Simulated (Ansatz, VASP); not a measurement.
# One calculation of PbSe, two programs

```
Pb Se
1.0
     0.00000    3.06065    3.06065
     3.06065    0.00000    3.06065
     3.06065    3.06065    0.00000
Pb Se
1 1
Direct
  0.00000 0.00000 0.00000
  0.50000 0.50000 0.50000
```

Alike in both runs: task relaxation of cell and atoms; functional RPBE; k mesh 8 × 8 × 8; occupations fermi-dirac, width 0.05 eV; no spin polarisation.

|  | VASP | Ansatz |
| --- | --- | --- |
| version | VASP 6.6.1 | Ansatz 0.2.0 |
| potentials or method | VASP PAW PBE potentials, release 64 (Pb_d, Se), cutoff 600 eV | all-electron LAPW, scalar-relativistic |

Ansatz gave:

```
relaxed volume (Å³/atom)                                     : 31.21
relaxed cell length with the largest relative difference (Å) : 4.453
```

**Question.** Estimate VASP's values.

**Answer.** Relaxed volume (Å³/atom): 31.18; relaxed cell length with the largest relative difference (Å): 4.451.

VASP's potentials were made for PBE, not for RPBE. Ansatz ran all-electron here, and VASP with PAW potentials.

Neither program's run includes spin-orbit coupling.
